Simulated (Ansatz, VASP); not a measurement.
## CuO: VASP beside Ansatz

```xyz
4
Lattice="2.3261 -1.6998 0.0000 2.3261 1.6998 0.0000 -0.8443 0.0000 5.0239" Properties=species:S:1:pos:R:3 pbc="T T T"
Cu    0.7409   -0.8499    2.5120
Cu    1.1631    0.8499    0.0000
O     1.6929    0.2774    3.7679
O     2.1151   -0.2774    1.2560
```

Alike in both runs: task single point; functional LDA; k mesh 10 × 10 × 5; occupations fermi-dirac, width 0.05 eV; no spin polarisation.

|  | VASP | Ansatz |
| --- | --- | --- |
| version | VASP 6.6.1 | Ansatz 0.2.0 |
| potentials or method | VASP PAW LDA potentials, release 64 (Cu, O) | Ansatz PAW |
| plane-wave cutoff (eV) | 520 | 420 |
| valence electrons in the cell | 34 | 50 |

|  | VASP | Ansatz | Ansatz less VASP |
| --- | --- | --- | --- |
| gap on the k mesh at the Fermi level (eV) | none | none | - |
| pressure (GPa) | -5.3 | -6.2 | -0.90 |
| traceless stress, the component that is largest in VASP (GPa) | 2.78 | 3.21 | +0.430 |
| rms of the force components (eV/Å) | 0.148 | 0.168 | +0.0201 |

LDA's correlation is that of Perdew and Zunger in VASP and of Perdew and Wang (1992) in Ansatz. Atom by atom the forces differ by 0.020 eV/Å (rms over components). A gap of «none» marks a metal or a gap that the smearing closes. VASP's potentials hold 34 valence electrons a cell and Ansatz's 50, so a difference there can come from the potentials and not from the codes.
